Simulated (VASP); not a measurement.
Here is a VASP 6.6.1 calculation.

Contents of POSCAR:

```
TiO2
1.0
   -1.7877768700      1.8686383100      4.7814671800
    1.9281520400     -1.7496225200      4.7899570200
    1.8321972300      1.7940428800     -4.7341612200
Ti O
2 4
Direct
    0.9998260100      0.0022088100      0.0110379400
    0.7387617100      0.2328455900      0.4890913100
    0.1899383800      0.1810169300      0.0062250900
    0.9674426300      0.4501310500      0.5419643200
    0.5772664800      0.0551197300      0.4978939500
    0.8223193800      0.8203227000      0.0010137200
```

Contents of INCAR.step1:

```
SYSTEM = TiO2
  PREC = Accurate
  ENCUT = 520
  ISMEAR = -1
  SIGMA = 0.1077
  LREAL = .FALSE.
  LASPH = .TRUE.
  NELM = 150
  ISPIN = 2
  MAGMOM = 0 0 0 0 0 0
  LMAXMIX = 4
  NBANDS = 37
  GGA = PE
  ALGO = Normal
  EDIFF = 1E-4
  LWAVE = .TRUE.
  LCHARG = .FALSE.
```

The input INCAR.step2:

```
SYSTEM = TiO2
  PREC = Accurate
  ENCUT = 520
  EDIFF = 1E-6
  ISMEAR = -1
  SIGMA = 0.1077
  LREAL = .FALSE.
  LASPH = .TRUE.
  NELM = 150
  ALGO = Normal
  ISIF = 2
  LWAVE = .FALSE.
  LCHARG = .TRUE.
  ISPIN = 2
  MAGMOM = 0 0 0 0 0 0
  LORBIT = 11
  LMAXMIX = 4
  METAGGA = R2SCAN
  LMIXTAU = .TRUE.
  LELF = .TRUE.
  LVHAR = .TRUE.
  NBANDS = 37
  ISTART = 1
```

Contents of KPOINTS:

```
Automatic mesh
0
Gamma
  5 5 7
  0 0 0.5
```

Potentials or basis: VASP PAW PBE potentials, release 64 (Ti_sv, O).

Launch:

```sh
$ cat potpaw_PBE.64/Ti_sv/POTCAR potpaw_PBE.64/O/POTCAR > POTCAR
$ cp INCAR.step1 INCAR
$ mpirun -np 1 vasp_std > vasp.out
$ cp INCAR.step2 INCAR
$ mpirun -np 1 vasp_std > vasp.out
```

(1) What does it give for the net moment?

(2) Estimate the pressure.

(3) Predict the band gap on the k mesh.

(4) What does it give for the largest force?

## Answers

(1) 0.00 μB per cell.

(2) 40.9 GPa.

(3) 2.58 eV (least direct gap 2.67 eV).

(4) 9.917 eV/Å.

Caveat: the stress differs along the axes, from 8 to 91 GPa; the PAW data sets were made with another functional, which shifts forces and pressure a little; a shifted mesh leaves out Γ, where band edges can lie.
